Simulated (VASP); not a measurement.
Set up this calculation in VASP 6.6.1, as the native input.

```
Task                   : relaxation of cell and atoms
Functional             : PBE
Potentials or basis    : VASP PAW PBE potentials, release 64 (Al)
Cutoff                 : 600 eV
k mesh                 : 16 × 16 × 16
Occupations            : methfessel-paxton, width 0.4 eV
Spin                   : no spin polarisation
Dipole correction      : no
Further INCAR settings : ALGO = Normal; EDIFF = 1e-06; IBRION = 2; EDIFFG = -0.005; NSW = 60; ISIF = 3
```

The structure of Al lies in POSCAR:

```
Al
1.0
    0.0000000000      2.0250000000      2.0250000000
    2.0250000000      0.0000000000      2.0250000000
    2.0250000000      2.0250000000      0.0000000000
Al
1
Direct
    0.0000000000      0.0000000000      0.0000000000
```

These files were run (other wordings do the same):

INCAR

```
SYSTEM = Al
ALGO = Normal
EDIFF = 1E-6
EDIFFG = -0.005
ENCUT = 600
GGA = PE
IBRION = 2
ISIF = 3
ISMEAR = 1
LASPH = .TRUE.
LCHARG = .FALSE.
LREAL = .FALSE.
LWAVE = .FALSE.
NELM = 100
NSW = 60
PREC = Accurate
SIGMA = 0.4
```

KPOINTS

```
k-points
0
G
  16 16 16
  0 0 0
```

Potentials or basis: VASP PAW PBE potentials, release 64 (Al).

Run with:

```sh
$ cat potpaw_PBE.64/Al/POTCAR > POTCAR
$ mpirun -np 1 vasp_std > vasp.out
```

It gave:

```yaml
Relaxed_volume: 16.48 Å³/atom
Relaxed_cell: a = 2.857 Å, b = 2.857 Å, c = 2.857 Å, α = 60.00°, β = 60.00°, γ = 60.00°
Space_group_after_relaxing_to_0.05_Å: Fm-3m (No. 225)
Energy_gained_by_relaxing: 0.2 meV/atom
Ionic_steps: 3
Pressure_after_relaxing: 0.0 GPa
```

It took 11 s on 1 thread of AMD EPYC 9R45 96-Core Processor (Zen 5), on a shared host, peak memory 0.11 GiB.
